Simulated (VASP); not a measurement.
# W (Im-3m) in VASP: further runs

W is run at these levels: LDA; tasks: single point.

Program: VASP 6.6.1. These are calculated values, not measurements. Logs are shortened: lines on timing, memory, paths and dates and some standing lists are left out, and cuts for length are marked.

**1. The cell of the first run**

The structure is cubic, space group Im-3m (No. 229). Conventional cell: a = 3.135 Å, b = 3.135 Å, c = 3.135 Å, α = 90.00°, β = 90.00°, γ = 90.00°. Within 3.6 Å of W (site symmetry m-3m) lie 14 W at 2.72 to 3.14 Å.

**2. Single point, LDA**

INCAR

```
PREC = Accurate ; ENCUT = 520
EDIFF = 1E-6 ; ISMEAR = 1
SIGMA = 0.2 ; LREAL = False
LASPH = True ; NELM = 80
ALGO = Normal ; ISIF = 2
LWAVE = False ; LCHARG = True
GGA = CA ; LELF = True
LVHAR = True ; NBANDS = 13
```

KPOINTS

```
Automatic mesh
0
Gamma
  14 14 14
```

POSCAR

```
W
1.0
   -1.5676867250      1.5676867250      1.5676867250
    1.5676867250     -1.5676867250      1.5676867250
    1.5676867250      1.5676867250     -1.5676867250
W
1
Direct
    0.0000000000      0.0000000000      0.0000000000
```

Potentials or basis: VASP PAW LDA potentials, release 64 (W_sv).

The run is started by

```sh
$ cat potpaw_LDA.64/W_sv/POTCAR > POTCAR
$ mpirun -np 1 vasp_std > vasp.out
```

OUTCAR:

```text
PREC = Accurate
   ENCUT = 520
   EDIFF = 1E-6
   ISMEAR = 1
   LREAL = False
   LASPH = True
   NELM = 80
   ISIF = 2
   GGA = CA

 ion  position               nearest neighbor table
   1  0.000  0.000  0.000-

  LATTYP: Found a body centered cubic cell.
 ALAT       =     3.1353734500

  Lattice vectors:

 A1 = (  -1.5676867250,   1.5676867250,   1.5676867250)
 A2 = (   1.5676867250,  -1.5676867250,   1.5676867250)
 A3 = (   1.5676867250,   1.5676867250,  -1.5676867250)

Analysis of symmetry for initial positions (statically):
=====================================================================
 Subroutine PRICEL returns:
 Original cell was already a primitive cell.

 Routine SETGRP: Setting up the symmetry group for a
 body centered cubic supercell.

 Subroutine GETGRP returns: Found 48 space group operations
 (whereof 48 operations were pure point group operations)
 out of a pool of 48 trial point group operations.

The static configuration has the point symmetry O_h .

Analysis of symmetry for dynamics (positions and initial velocities):
=====================================================================
 Subroutine PRICEL returns:
 Original cell was already a primitive cell.

 Routine SETGRP: Setting up the symmetry group for a
 body centered cubic supercell.

 Subroutine GETGRP returns: Found 48 space group operations
 (whereof 48 operations were pure point group operations)
 out of a pool of 48 trial point group operations.

The dynamic configuration has the point symmetry O_h .

 Subroutine INISYM returns: Found 48 space group operations
 (whereof 48 operations are pure point group operations),
 and found     1 'primitive' translations

----------------------------------------------------------------------------------------

                                     Primitive cell

  volume of cell :      15.4112

  direct lattice vectors                    reciprocal lattice vectors
    -1.567686725  1.567686725  1.567686725     0.000000000  0.318941273  0.318941273
     1.567686725 -1.567686725  1.567686725     0.318941273  0.000000000  0.318941273
     1.567686725  1.567686725 -1.567686725     0.318941273  0.318941273  0.000000000

  length of vectors
     2.715313058  2.715313058  2.715313058     0.451051074  0.451051074  0.451051074

  position of ions in fractional coordinates (direct lattice)
     0.000000000  0.000000000  0.000000000

  ion indices of the primitive-cell ions
[... 81 lines left out ...]
   ISYM   =      2    0-nonsym 1-usesym 2-fastsym
   POTIM  = 0.5000    time-step for ionic-motion
   TEBEG  =    0.0;   TEEND  =   0.0 temperature during run
   PSTRESS=    0.0 pullay stress
   NELECT =      14.0000    total number of electrons
   NUPDOWN=      -1.0000    fix difference up-down
   EMIN   =  10.00;   EMAX   =-10.00  energy-range for DOS
   EFERMI =   0.00;   METHOD = LEGACY
   ISMEAR =     1;   SIGMA  =   0.20  broadening in eV -4-tet -1-fermi 0-gaus
   EFERMI_NEDOS =   21; number of points for ismear=-14 and -15
   IALGO  =     38    algorithm
   IMIX   =      4    mixing-type and parameters
     AMIX     =   0.40;   BMIX     =  1.00
     AMIX_MAG =   1.60;   BMIX_MAG =  1.00
  volume/ion in A,a.u.               =      15.41       104.00
  Fermi-wavevector in a.u.,A,eV,Ry     =   1.585519  2.996197 34.203303  2.513872
  Thomas-Fermi vector in A             =   2.684971
   LORBIT       =      0    0 simple, 1 ext, 2 COOP (PROOUT), +10 PAW based schemes
   GGA     = CA    functional components
   LHFCALC =     F    Hartree Fock is set to
   AEXX    =    0.0000 exact exchange contribution
   IVDW    =     0    specifies the selected vdW correction
   LEPSILON=     F    determine dielectric tensor
   LRPA    =     F    only Hartree local field effects (RPA)
 non-spin polarized calculation
 Methfessel and Paxton  Order N= 1 SIGMA  =   0.20
  energy-cutoff  :      520.00
  volume of cell :       15.41
 maximum number of plane-waves:       432
   NGX =  9   NGY =  9   NGZ =  9

 number of electron      14.0000004 magnetization

 Free energy of the ion-electron system (eV)
  ---------------------------------------------------
  ext. energy  EPLUGINS =         0.00000000
  ---------------------------------------------------
  free energy    TOTEN  =       -14.09551995 eV

  energy without entropy =      -14.09206512  energy(sigma->0) =      -14.09436834

 E-fermi :  11.8723     XC(G=0): -13.9883

 val. band max:       11.8719825745   @ k =   0.4286   0.0714   0.0714
 cond. band min:      11.9070768228   @ k =  -0.4286   0.4286   0.2857
 fundamental gap:      0.0350942483
 Fermi energy:        11.8722662612

 k-point     1 :       0.0000    0.0000    0.0000
  band No.  band energies     occupation
      1     -61.9793      2.00000
      2     -25.7421      2.00000
      3     -25.7421      2.00000
      4     -25.7421      2.00000
      5       2.0364      2.00000
      6      10.4245      2.00000
      7      10.4245      2.00000
      8      10.4245      2.00000
      9      13.9887     -0.00000
     10      13.9887     -0.00000
     11      26.3714      0.00000
     12      26.3714      0.00000
     13      26.3714      0.00000
[... 354 lines left out ...]
  band No.  band energies     occupation
      1     -61.8039      2.00000
      2     -26.8477      2.00000
      3     -26.6288      2.00000
      4     -25.9231      2.00000
      5       7.1501      2.00000
      6       8.6796      2.00000
      7       9.4489      2.00000
      8      14.2641     -0.00000
      9      14.8942     -0.00000
     10      20.3995      0.00000
     11      22.3655      0.00000
     12      24.4529      0.00000
     13      29.2803      0.00000

 [... further k-points ...]

------------------------ aborting loop because EDIFF is reached ----------------------------------------

  FORCE on cell =-STRESS in cart. coord.  units (eV):
  Direction    XX          YY          ZZ          XY          YZ          ZX
  --------------------------------------------------------------------------------------
  -------------------------------------------------------------------------------------
  Total        0.1841344      0.1841344      0.1841344     -0.0000000     -0.0000000      0.0000000
  in kB       19.1428936     19.1428936     19.1428936     -0.0000000     -0.0000000      0.0000000
  external PRESSURE =      19.1428936 kB  Pullay stress =       0.0000000 kB

 VOLUME and BASIS-vectors are now :
 -----------------------------------------------------------------------------
  energy-cutoff  :      520.00
  volume of cell :       15.41
      direct lattice vectors                 reciprocal lattice vectors
    -1.567686725  1.567686725  1.567686725     0.000000000  0.318941273  0.318941273
     1.567686725 -1.567686725  1.567686725     0.318941273  0.000000000  0.318941273
     1.567686725  1.567686725 -1.567686725     0.318941273  0.318941273  0.000000000

 POSITION                                       TOTAL-FORCE (eV/Angst)
 -----------------------------------------------------------------------------------
      0.00000      0.00000      0.00000        -0.000000      0.000000      0.000000
 -----------------------------------------------------------------------------------
    total drift:                               -0.000000     -0.000000      0.000000

  FREE ENERGIE OF THE ION-ELECTRON SYSTEM (eV)
  ---------------------------------------------------
  free  energy   TOTEN  =       -14.0955199457 eV

  energy  without entropy=      -14.0920651228  energy(sigma->0) =      -14.09436834
```

Wall time 28 s (1 thread of AMD EPYC 7R43 (Zen 3), shared host); peak memory 0.1 GiB.

Results:

```
Free energy            : -14.0955 eV
Pressure               : 1.9 GPa
Band gap on the k mesh : zero (band 7 reaches 17.09 eV, above the bottom of band 8 at 10.42 eV)
```

Caveat: spin-orbit coupling is left out, which moves the levels of the heavy elements.

**3. Single point, LDA**

INCAR

```
SYSTEM = W
ALGO = Normal ; EDIFF = 1E-6
ENCUT = 520 ; GGA = CA
ISIF = 2 ; ISMEAR = 1
LASPH = .TRUE. ; LCHARG = .FALSE.
LREAL = .FALSE. ; LWAVE = .FALSE.
NBANDS = 13 ; NELM = 100
PREC = Accurate ; SIGMA = 0.3
```

KPOINTS

```
k-points
0
G
  14 14 14
  0 0 0
```

POSCAR is that of step 2.

Potentials or basis: VASP PAW LDA potentials, release 64 (W_sv).

The run is started by

```sh
$ cat potpaw_LDA.64/W_sv/POTCAR > POTCAR
$ mpirun -np 1 vasp_std > vasp.out
```

Wall time 23 s (1 thread of AMD EPYC 7R43 (Zen 3), shared host); peak memory 0.1 GiB.

It converged, with:

| Quantity | Value |
| --- | --- |
| Free energy | -14.0971 eV |
| Pressure | 1.9 GPa |
| Band gap on the k mesh | zero (band 7 reaches 17.09 eV, above the bottom of band 8 at 10.42 eV) |

Levels at points of the mesh, in eV from the Fermi level:
```tsv
k point	band 5	band 6	band 7	band 8	band 9	band 10
(0.00, 0.00, 0.00)	-9.82	-1.43	-1.43	-1.43	2.13	2.13
(0.50, 0.00, 0.00)	-6.57	-3.85	0.82	2.05	3.05	6.27
(0.50, 0.50, 0.50)	-6.20	-6.20	5.23	5.23	5.23	8.46
```

Caveat: spin-orbit coupling is left out, which moves the levels of the heavy elements.

**4. Single point, LDA**

INCAR

```
SYSTEM = W
  PREC = Accurate
  ENCUT = 520
  EDIFF = 1E-6
  ISMEAR = 1
  SIGMA = 0.6
  LREAL = .False.
  LASPH = .True.
  NELM = 60
  ALGO = Normal
  ISIF = 2
  LWAVE = .False.
  LCHARG = .False.
  NBANDS = 13
```

KPOINTS

```
regular mesh
0
Gamma
  14 14 14
  0 0 0
```

POSCAR is that of step 3.

The run is started by

```sh
$ cat potpaw_LDA.64/W_sv/POTCAR > POTCAR
$ mpirun -np 1 vasp_std > vasp.out
```

Wall time 26 s (1 thread of AMD EPYC 7R43 (Zen 3), shared host); peak memory 0.1 GiB.

It converged, with:

```
Free energy            : -14.0987 eV
Pressure               : 1.9 GPa
Band gap on the k mesh : zero (band 7 reaches 17.09 eV, above the bottom of band 8 at 10.42 eV)
```

Levels at points of the mesh, in eV from the Fermi level:
| k point | band 3 | band 4 | band 5 | band 6 | band 7 | band 8 | band 9 | band 10 | band 11 | band 12 |
| --- | --- | --- | --- | --- | --- | --- | --- | --- | --- | --- |
| (0.00, 0.00, 0.00) | -37.54 | -37.54 | -9.76 | -1.37 | -1.37 | -1.37 | 2.19 | 2.19 | 14.58 | 14.58 |
| (0.50, 0.00, 0.00) | -38.01 | -37.55 | -6.51 | -3.79 | 0.88 | 2.11 | 3.11 | 6.33 | 11.49 | 11.57 |
| (0.50, 0.50, 0.50) | -38.54 | -38.54 | -6.14 | -6.14 | 5.29 | 5.29 | 5.29 | 8.52 | 8.52 | 8.52 |

Caveat: spin-orbit coupling is left out, which moves the levels of the heavy elements.

**5. Single point, LDA**

INCAR

```
SYSTEM = W
PREC = Accurate ; ENCUT = 520
EDIFF = 1E-6 ; ISMEAR = 1
SIGMA = 1.0 ; LREAL = .FALSE.
LASPH = .TRUE. ; NELM = 100
ALGO = Normal ; ISIF = 2
LWAVE = .FALSE. ; LCHARG = .TRUE.
GGA = CA ; LELF = .TRUE.
LVHAR = .TRUE. ; NBANDS = 13
```

KPOINTS

```
Automatic mesh
0
G
  14 14 14
  0 0 0
```

POSCAR is that of step 4.

Potentials or basis: VASP PAW LDA potentials, release 64 (W_sv).

The run is started by

```sh
$ cat potpaw_LDA.64/W_sv/POTCAR > POTCAR
$ mpirun -np 1 vasp_std > vasp.out
```

OUTCAR:

```text
SYSTEM = W
   PREC = Accurate
   ENCUT = 520
   EDIFF = 1E-6
   ISMEAR = 1
   LREAL = .FALSE.
   LASPH = .TRUE.
   NELM = 100
   ISIF = 2
   GGA = CA

 ion  position               nearest neighbor table
   1  0.000  0.000  0.000-

  LATTYP: Found a body centered cubic cell.
 ALAT       =     3.1353734500

  Lattice vectors:
[... 560 lines left out ...]
      7       9.4482      2.00619
      8      14.2625     -0.00186
      9      14.8925     -0.00007
     10      20.3990     -0.00000
     11      22.3642     -0.00000
     12      24.4517     -0.00000
     13      29.2799     -0.00000

 [... further k-points ...]

------------------------ aborting loop because EDIFF is reached ----------------------------------------

  FORCE on cell =-STRESS in cart. coord.  units (eV):
  Direction    XX          YY          ZZ          XY          YZ          ZX
  --------------------------------------------------------------------------------------
  -------------------------------------------------------------------------------------
  Total        0.1344934      0.1344934      0.1344934     -0.0000000     -0.0000000     -0.0000000
  in kB       13.9821442     13.9821442     13.9821442     -0.0000000     -0.0000000     -0.0000000
  external PRESSURE =      13.9821442 kB  Pullay stress =       0.0000000 kB

 VOLUME and BASIS-vectors are now :
 -----------------------------------------------------------------------------
  energy-cutoff  :      520.00
  volume of cell :       15.41
      direct lattice vectors                 reciprocal lattice vectors
    -1.567686725  1.567686725  1.567686725     0.000000000  0.318941273  0.318941273
     1.567686725 -1.567686725  1.567686725     0.318941273  0.000000000  0.318941273
     1.567686725  1.567686725 -1.567686725     0.318941273  0.318941273  0.000000000

 POSITION                                       TOTAL-FORCE (eV/Angst)
 -----------------------------------------------------------------------------------
      0.00000      0.00000      0.00000        -0.000000     -0.000000      0.000000
 -----------------------------------------------------------------------------------
    total drift:                                0.000000     -0.000000      0.000000

  FREE ENERGIE OF THE ION-ELECTRON SYSTEM (eV)
  ---------------------------------------------------
  free  energy   TOTEN  =       -14.0920251570 eV

  energy  without entropy=      -14.1337936850  energy(sigma->0) =      -14.10594800
```

Run time: 24 s. Hardware: 1 thread of AMD EPYC 7R43 (Zen 3), shared host; peak memory 0.1 GiB.

What came out:

| Property | Result |
| --- | --- |
| Free energy | -14.0920 eV |
| Pressure | 1.4 GPa |
| Band gap on the k mesh | zero (band 7 reaches 17.08 eV, above the bottom of band 8 at 10.42 eV) |

Caveat: spin-orbit coupling is left out, which moves the levels of the heavy elements.

**6. Overview**

| smearing | gap on the mesh (eV) | pressure (GPa) |
| --- | --- | --- |
| methfessel-paxton 0.2 eV | none | 1.9 |
| methfessel-paxton 0.3 eV | none | 1.9 |
| methfessel-paxton 0.6 eV | none | 1.9 |
| methfessel-paxton 1 eV | none | 1.4 |

Alike in all rows: task single point; level LDA; potentials or basis VASP PAW LDA potentials, release 64 (W_sv); no spin polarisation; cell as given; k mesh 14 × 14 × 14; cutoff (eV) 520.

Every run on the cell as given and a fine mesh finds a metal.

Caveats: spin-orbit coupling is left out, which moves the levels of the heavy elements.

Absolute energies hang on the potentials; compare differences alone.
